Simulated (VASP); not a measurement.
# ZnS (Fm-3m) in VASP: further runs

ZnS is run at these levels: r2SCAN; tasks: single point.

All numbers are computed with VASP 6.6.1; they aren't measurements. Logs are shortened: lines on timing, memory, paths and dates and some standing lists are left out, and cuts for length are marked.

## 1. The cell of the first run

The structure is cubic, space group Fm-3m (No. 225). Conventional cell: a = 5.062 Å, b = 5.062 Å, c = 5.062 Å, α = 90.00°, β = 90.00°, γ = 90.00°. S (site symmetry m-3m) has 6 Zn at 2.53 Å within 3.3 Å. Zn (site symmetry m-3m) has 6 S at 2.53 Å within 3.3 Å.

## 2. Single point, r2SCAN (16.21 Å³/atom)

POSCAR reads:

```
ZnS
1.0
    0.0000000000      2.5310282517      2.5310282517
    2.5310282517      0.0000000000      2.5310282517
    2.5310282517      2.5310282517      0.0000000000
S Zn
1 1
Direct
    0.0000000000      0.0000000000      0.0000000000
    0.5000000000      0.5000000000      0.5000000000
```

INCAR.step1 reads:

```
SYSTEM = ZnS
PREC = Accurate
ENCUT = 520
ISMEAR = 0
SIGMA = 0.05
LREAL = .False.
LASPH = .True.
NELM = 80
NBANDS = 16
GGA = PE
ALGO = Normal
EDIFF = 1E-4
LWAVE = .True.
LCHARG = .False.
```

INCAR.step2 reads:

```
SYSTEM = ZnS
PREC = Accurate
ENCUT = 520
EDIFF = 1E-6
ISMEAR = 0
SIGMA = 0.05
LREAL = .False.
LASPH = .True.
NELM = 80
ALGO = Normal
ISIF = 2
LWAVE = .False.
LCHARG = .False.
METAGGA = R2SCAN
LMIXTAU = .True.
NBANDS = 16
ISTART = 1
```

KPOINTS reads:

```
regular mesh
0
Gamma
  12 12 12
  0 0 0
```

Potentials or basis: VASP PAW PBE potentials, release 64 (S, Zn).

Started as:

```
> cat potpaw_PBE.64/S/POTCAR potpaw_PBE.64/Zn/POTCAR > POTCAR
> cp INCAR.step1 INCAR
> mpirun -np 1 vasp_std > vasp.out
> cp INCAR.step2 INCAR
> mpirun -np 1 vasp_std > vasp.out
```

OUTCAR:

```text
SYSTEM = ZnS
   PREC = Accurate
   ENCUT = 520
   EDIFF = 1E-6
   ISMEAR = 0
   LREAL = .False.
   LASPH = .True.
   NELM = 80
   ISIF = 2
   METAGGA = R2SCAN
   ISTART = 1

 ion  position               nearest neighbor table
   1  0.000  0.000  0.000-   2 2.53   2 2.53   2 2.53   2 2.53   2 2.53   2 2.53
   2  0.500  0.500  0.500-   1 2.53   1 2.53   1 2.53   1 2.53   1 2.53   1 2.53

  LATTYP: Found a face centered cubic cell.
 ALAT       =     5.0620565034

  Lattice vectors:

 A1 = (   0.0000000000,   2.5310282517,   2.5310282517)
 A2 = (   2.5310282517,   0.0000000000,   2.5310282517)
 A3 = (   2.5310282517,   2.5310282517,   0.0000000000)

Analysis of symmetry for initial positions (statically):
=====================================================================
 Subroutine PRICEL returns:
 Original cell was already a primitive cell.

 Routine SETGRP: Setting up the symmetry group for a
 face centered cubic supercell.

 Subroutine GETGRP returns: Found 48 space group operations
 (whereof 48 operations were pure point group operations)
 out of a pool of 48 trial point group operations.

The static configuration has the point symmetry O_h .

Analysis of symmetry for dynamics (positions and initial velocities):
=====================================================================
 Subroutine PRICEL returns:
 Original cell was already a primitive cell.

 Routine SETGRP: Setting up the symmetry group for a
 face centered cubic supercell.

 Subroutine GETGRP returns: Found 48 space group operations
 (whereof 48 operations were pure point group operations)
 out of a pool of 48 trial point group operations.

The dynamic configuration has the point symmetry O_h .

 Subroutine INISYM returns: Found 48 space group operations
 (whereof 48 operations are pure point group operations),
 and found     1 'primitive' translations

----------------------------------------------------------------------------------------

                                     Primitive cell

  volume of cell :      32.4281

  direct lattice vectors                    reciprocal lattice vectors
     0.000000000  2.531028252  2.531028252    -0.197548170  0.197548170  0.197548170
     2.531028252  0.000000000  2.531028252     0.197548170 -0.197548170  0.197548170
     2.531028252  2.531028252  0.000000000     0.197548170  0.197548170 -0.197548170

  length of vectors
     3.579414480  3.579414480  3.579414480     0.342163468  0.342163468  0.342163468

  position of ions in fractional coordinates (direct lattice)
     0.000000000  0.000000000  0.000000000
     0.500000000  0.500000000  0.500000000

  ion indices of the primitive-cell ions
   primitive index   ion index
                 1           1
                 2           2

----------------------------------------------------------------------------------------

 KPOINTS: regular mesh

Automatic generation of k-mesh.
 Grid dimensions read from file:
 generate k-points for:   12   12   12

 Generating k-lattice:

  Cartesian coordinates                     Fractional coordinates (reciprocal lattice)
    -0.016462348  0.016462348  0.016462348     0.083333333  0.000000000  0.000000000
     0.016462348 -0.016462348  0.016462348     0.000000000  0.083333333  0.000000000
     0.016462348  0.016462348 -0.016462348     0.000000000  0.000000000  0.083333333

  Length of vectors
     0.028513622  0.028513622  0.028513622

  Shift w.r.t. Gamma in fractional coordinates (k-lattice)
     0.000000000  0.000000000  0.000000000

 Subroutine IBZKPT returns following result:
 ===========================================

 Found     72 irreducible k-points:

 Following reciprocal coordinates:
            Coordinates               Weight
  0.000000  0.000000  0.000000      1.000000
  0.083333  0.000000  0.000000      8.000000
  0.166667  0.000000  0.000000      8.000000
  0.250000  0.000000  0.000000      8.000000
  0.333333  0.000000  0.000000      8.000000
  0.416667  0.000000  0.000000      8.000000
[... 16 lines left out ...]
  0.500000  0.166667  0.000000     24.000000
 -0.416667  0.166667  0.000000     24.000000
 [... further k-points ...]
   k-points           NKPTS =     72   k-points in BZ     NKDIM =     72   number of bands    NBANDS=     16
   number of dos      NEDOS =    301   number of ions     NIONS =      2
   total plane-waves  NPLWV =  21952
   dimension x,y,z NGX =    28 NGY =   28 NGZ =   28
   dimension x,y,z NGXF=    56 NGYF=   56 NGZF=   56
   ions per type =               1   1
   NGX,Y,Z   is equivalent  to a cutoff of  13.00, 13.00, 13.00 a.u.
   NGXF,Y,Z  is equivalent  to a cutoff of  26.01, 26.01, 26.01 a.u.
 SYSTEM =  ZnS
   PREC   = accura    normal or accurate (medium, high low for compatibility)
   ISTART =      1    job   : 0-new  1-cont  2-samecut
   ICHARG =      0    charge: 1-file 2-atom 10-const
   ISPIN  =      1    spin polarized calculation?
   LNONCOLLINEAR =      F non collinear calculations
   LSORBIT =      F    spin-orbit coupling
   LASPH  =      T    aspherical Exc in radial PAW
   ENCUT  =  520.0 eV  38.22 Ry    6.18 a.u.   6.66  6.66  6.66*2*pi/ulx,y,z
   NELM   =     80;   NELMIN=  2; NELMDL=  0     # of ELM steps
   EDIFF  = 0.1E-05   stopping-criterion for ELM
   LREAL  =      F    real-space projection
   EDIFFG = 0.1E-04   stopping-criterion for IOM
   NSW    =      0    number of steps for IOM
   IBRION =     -1    ionic relax: 0-MD 1-quasi-New 2-CG
   NFREE  =      0    steps in history (QN), initial steepest desc. (CG)
   ISIF   =      2    stress and relaxation
   ISYM   =      2    0-nonsym 1-usesym 2-fastsym
   POTIM  = 0.5000    time-step for ionic-motion
   TEBEG  =    0.0;   TEEND  =   0.0 temperature during run
   PSTRESS=    0.0 pullay stress
   NELECT =      18.0000    total number of electrons
   NUPDOWN=      -1.0000    fix difference up-down
   EMIN   =  10.00;   EMAX   =-10.00  energy-range for DOS
   EFERMI =   0.00;   METHOD = LEGACY
   ISMEAR =     0;   SIGMA  =   0.05  broadening in eV -4-tet -1-fermi 0-gaus
   EFERMI_NEDOS =   21; number of points for ismear=-14 and -15
   IALGO  =     38    algorithm
   IMIX   =      4    mixing-type and parameters
     AMIX     =   0.40;   BMIX     =  1.00
     AMIX_MAG =   1.60;   BMIX_MAG =  1.00
  volume/ion in A,a.u.               =      16.21       109.42
  Fermi-wavevector in a.u.,A,eV,Ry     =   1.345422  2.542480 24.628744  1.810162
  Thomas-Fermi vector in A             =   2.473337
   LORBIT       =      0    0 simple, 1 ext, 2 COOP (PROOUT), +10 PAW based schemes
   METAGGA = R2SCAN    functional components
   LHFCALC =     F    Hartree Fock is set to
   AEXX    =    0.0000 exact exchange contribution
   IVDW    =     0    specifies the selected vdW correction
   LEPSILON=     F    determine dielectric tensor
   LRPA    =     F    only Hartree local field effects (RPA)
 non-spin polarized calculation
 Gauss-broadening in eV      SIGMA  =   0.05
  energy-cutoff  :      520.00
  volume of cell :       32.43
 maximum number of plane-waves:       895
   NGX = 13   NGY = 13   NGZ = 13

 number of electron      18.0000013 magnetization

 Free energy of the ion-electron system (eV)
  ---------------------------------------------------
  ext. energy  EPLUGINS =         0.00000000
  ---------------------------------------------------
  free energy    TOTEN  =       -18.23796115 eV

  energy without entropy =      -18.23793432  energy(sigma->0) =      -18.23794774

 E-fermi :   3.8992     XC(G=0): -11.5538

 val. band max:        3.8114165253   @ k =  -0.1667   0.1667   0.0000
 cond. band min:       3.9599637990   @ k =   0.5000   0.5000   0.0000
 fundamental gap:      0.1485472738
 Fermi energy:         3.8991853818

 k-point     1 :       0.0000    0.0000    0.0000
  band No.  band energies     occupation
      1     -10.6561      2.00000
      2      -2.6916      2.00000
      3      -2.6916      2.00000
      4      -2.6530      2.00000
      5      -2.6530      2.00000
      6      -2.6530      2.00000
[... 8 lines left out ...]
     15      16.3806      0.00000
     16      16.3806      0.00000

 k-point     2 :       0.0833    0.0000    0.0000
  band No.  band energies     occupation
      1     -10.5705      2.00000
      2      -2.7148      2.00000
      3      -2.7148      2.00000
      4      -2.6639      2.00000
      5      -2.6446      2.00000
      6      -2.6446      2.00000
[... 8 lines left out ...]
     15      14.9119      0.00000
     16      16.2796      0.00000

 k-point     3 :       0.1667    0.0000    0.0000
  band No.  band energies     occupation
      1     -10.3220      2.00000
      2      -2.7830      2.00000
      3      -2.7830      2.00000
      4      -2.7039      2.00000
      5      -2.6156      2.00000
      6      -2.6156      2.00000
[... 8 lines left out ...]
     15      14.6565      0.00000
     16      15.9680      0.00000

 k-point     4 :       0.2500    0.0000    0.0000
  band No.  band energies     occupation
      1      -9.9386      2.00000
      2      -2.8751      2.00000
      3      -2.8750      2.00000
      4      -2.8033      2.00000
      5      -2.5740      2.00000
      6      -2.5740      2.00000
[... 8 lines left out ...]
     15      15.4584      0.00000
     16      15.8942      0.00000
[... 324 lines left out ...]
 k-point    22 :       0.4167    0.1667    0.0000
  band No.  band energies     occupation
      1      -9.1698      2.00000
      2      -3.1532      2.00000
      3      -2.8786      2.00000
      4      -2.8667      2.00000
      5      -2.5315      2.00000
      6      -2.4920      2.00000
[... 8 lines left out ...]
     15      18.7869      0.00000
     16      19.3051      0.00000

 k-point    23 :       0.5000    0.1667    0.0000
  band No.  band energies     occupation
      1      -8.8701      2.00000
      2      -3.2554      2.00000
      3      -2.9571      2.00000
      4      -2.9495      2.00000
      5      -2.4974      2.00000
      6      -2.4800      2.00000
[... 8 lines left out ...]
     15      18.9620      0.00000
     16      20.3252      0.00000

 k-point    24 :      -0.4167    0.1667    0.0000
  band No.  band energies     occupation
      1      -8.8169      2.00000
      2      -3.3242      2.00000
      3      -3.0052      2.00000
      4      -2.9208      2.00000
      5      -2.4913      2.00000
      6      -2.4765      2.00000
[... 8 lines left out ...]
     15      17.7838      0.00000
     16      19.4513      0.00000

 [... further k-points ...]

------------------------ aborting loop because EDIFF is reached ----------------------------------------

  FORCE on cell =-STRESS in cart. coord.  units (eV):
  Direction    XX          YY          ZZ          XY          YZ          ZX
  --------------------------------------------------------------------------------------
  -------------------------------------------------------------------------------------
  Total        0.0743652      0.0743652      0.0743652     -0.0000000      0.0000000     -0.0000000
  in kB        3.6741706      3.6741706      3.6741706     -0.0000000      0.0000000     -0.0000000
  external PRESSURE =       3.6741706 kB  Pullay stress =       0.0000000 kB

 VOLUME and BASIS-vectors are now :
 -----------------------------------------------------------------------------
  energy-cutoff  :      520.00
  volume of cell :       32.43
      direct lattice vectors                 reciprocal lattice vectors
     0.000000000  2.531028252  2.531028252    -0.197548170  0.197548170  0.197548170
     2.531028252  0.000000000  2.531028252     0.197548170 -0.197548170  0.197548170
     2.531028252  2.531028252  0.000000000     0.197548170  0.197548170 -0.197548170

 POSITION                                       TOTAL-FORCE (eV/Angst)
 -----------------------------------------------------------------------------------
      0.00000      0.00000      0.00000         0.000000     -0.000000      0.000000
      2.53103      2.53103      2.53103        -0.000000      0.000000     -0.000000
 -----------------------------------------------------------------------------------
    total drift:                                0.000000      0.000000      0.000000

  FREE ENERGIE OF THE ION-ELECTRON SYSTEM (eV)
  ---------------------------------------------------
  free  energy   TOTEN  =       -18.2379611546 eV

  energy  without entropy=      -18.2379343161  energy(sigma->0) =      -18.23794774
```

It took 1.7 min on 1 thread of AMD EPYC 7R13 (Zen 3), shared host; peak memory 0.15 GiB.

Results:

```
Free energy            : -18.2380 eV
Pressure               : 0.4 GPa
Band gap on the k mesh : 0.15 eV (least direct gap 2.77 eV)
```

Caveat: the PAW data sets were made with another functional, which shifts forces and pressure a little.

## 3. Single point, r2SCAN (16.37 Å³/atom)

This run uses another cell than the first one, of 16.37 Å³/atom.

POSCAR reads:

```
ZnS
1.0
    0.0000000000      2.5391931900      2.5391931900
    2.5391931900      0.0000000000      2.5391931900
    2.5391931900      2.5391931900      0.0000000000
S Zn
1 1
Direct
    0.0000000000      0.0000000000      0.0000000000
    0.5000000000      0.5000000000      0.5000000000
```

Edit INCAR.step1 of step 2 so:

```diff
@@ -7,3 +7,3 @@
 LASPH = .True.
-NELM = 80
+NELM = 60
 NBANDS = 16
```

INCAR.step2 reads:

```
SYSTEM = ZnS
PREC = Accurate
ENCUT = 520
EDIFF = 1E-6
ISMEAR = 0
SIGMA = 0.05
LREAL = .False.
LASPH = .True.
NELM = 60
ALGO = Normal
ISIF = 2
LWAVE = .False.
LCHARG = .True.
METAGGA = R2SCAN
LMIXTAU = .True.
LELF = .True.
LVHAR = .True.
NBANDS = 16
ISTART = 1
```

KPOINTS reads:

```
Automatic mesh
0
Gamma
  12 12 12
  0 0 0
```

Potentials or basis: VASP PAW PBE potentials, release 64 (S, Zn).

Started as:

```
> cat potpaw_PBE.64/S/POTCAR potpaw_PBE.64/Zn/POTCAR > POTCAR
> cp INCAR.step1 INCAR
> mpirun -np 1 vasp_std > vasp.out
> cp INCAR.step2 INCAR
> mpirun -np 1 vasp_std > vasp.out
```

It took 1.7 min on 1 thread of AMD EPYC 7R13 (Zen 3), shared host; peak memory 0.16 GiB.

The run converged. Its results:

| Property | Result |
| --- | --- |
| Free energy | -18.2373 eV |
| Pressure | -0.6 GPa |
| Band gap on the k mesh | 0.15 eV (least direct gap 2.73 eV) |

Levels at points of the mesh, in eV from the valence-band top:
| k point | band 5 | band 6 | band 7 | band 8 | band 9 | band 10 | band 11 | band 12 | band 13 | band 14 |
| --- | --- | --- | --- | --- | --- | --- | --- | --- | --- | --- |
| (0.00, 0.00, 0.00) | -6.44 | -6.44 | -0.60 | -0.60 | -0.60 | 2.61 | 9.57 | 9.57 | 9.57 | 12.50 |
| (0.50, 0.00, 0.00) | -6.28 | -6.28 | -5.47 | -0.09 | -0.09 | 4.47 | 6.09 | 6.09 | 8.24 | 14.36 |
| (0.50, 0.50, 0.00) | -6.23 | -5.80 | -5.35 | -2.58 | -2.58 | 0.15 | 5.85 | 12.92 | 13.40 | 13.40 |

Caveat: the PAW data sets were made with another functional, which shifts forces and pressure a little.

## 4. Single point, r2SCAN

This run uses another cell than the first one, of 16.63 Å³/atom.

POSCAR reads:

```
ZnS
1.0
    0.0000000000      2.5526873887      2.5526873887
    2.5526873887      0.0000000000      2.5526873887
    2.5526873887      2.5526873887      0.0000000000
S Zn
1 1
Direct
    0.0000000000      0.0000000000      0.0000000000
    0.5000000000      0.5000000000      0.5000000000
```

INCAR.step1 reads:

```
PREC = Accurate
ENCUT = 520
ISMEAR = 0
SIGMA = 0.05
LREAL = False
LASPH = True
NELM = 80
NBANDS = 16
GGA = PE
ALGO = Normal
EDIFF = 1E-4
LWAVE = True
LCHARG = False
```

INCAR.step2 reads:

```
PREC = Accurate
ENCUT = 520
EDIFF = 1E-6
ISMEAR = 0
SIGMA = 0.05
LREAL = False
LASPH = True
NELM = 80
ALGO = Normal
ISIF = 2
LWAVE = False
LCHARG = False
METAGGA = R2SCAN
LMIXTAU = True
NBANDS = 16
ISTART = 1
```

KPOINTS reads:

```
Automatic mesh
0
Gamma
  12 12 12
```

Started as:

```
> cat potpaw_PBE.64/S/POTCAR potpaw_PBE.64/Zn/POTCAR > POTCAR
> cp INCAR.step1 INCAR
> mpirun -np 1 vasp_std > vasp.out
> cp INCAR.step2 INCAR
> mpirun -np 1 vasp_std > vasp.out
```

Wall time 2.4 min (1 thread of AMD EPYC 7R13 (Zen 3), shared host); peak memory 0.15 GiB.

It converged, with:

| Item | Value |
| --- | --- |
| Free energy | -18.2323 eV |
| Pressure | -2.2 GPa |
| Band gap on the k mesh | 0.15 eV (least direct gap 2.67 eV) |

Levels at points of the mesh, in eV from the valence-band top:
```csv
k point,band 5,band 6,band 7,band 8,band 9,band 10,band 11,band 12,band 13,band 14
"(0.00, 0.00, 0.00)",-6.41,-6.41,-0.58,-0.58,-0.58,2.49,9.58,9.58,9.58,12.39
"(0.50, 0.00, 0.00)",-6.26,-6.26,-5.42,-0.09,-0.09,4.47,6.10,6.10,8.09,14.26
"(0.50, 0.50, 0.00)",-6.21,-5.80,-5.23,-2.52,-2.52,0.15,5.89,12.76,13.25,13.25
```

Caveat: the PAW data sets were made with another functional, which shifts forces and pressure a little.

## 5. The runs side by side

| cell | gap on the mesh (eV) | pressure (GPa) |
| --- | --- | --- |
| a = 3.579 Å, angles 60.0°, 2 atoms | 0.15 | 0.4 |
| a = 3.591 Å, angles 60.0°, 2 atoms | 0.15 | -0.6 |
| a = 3.610 Å, angles 60.0°, 2 atoms | 0.15 | -2.2 |

Alike in all rows: task single point; level r2SCAN; potentials or basis VASP PAW PBE potentials, release 64 (S, Zn); no spin polarisation; k mesh 12 × 12 × 12; cutoff (eV) 520; smearing gaussian 0.05 eV.

Caveats: the PAW data sets were made with another functional, which shifts forces and pressure a little.

Absolute energies hang on the potentials; compare differences alone.
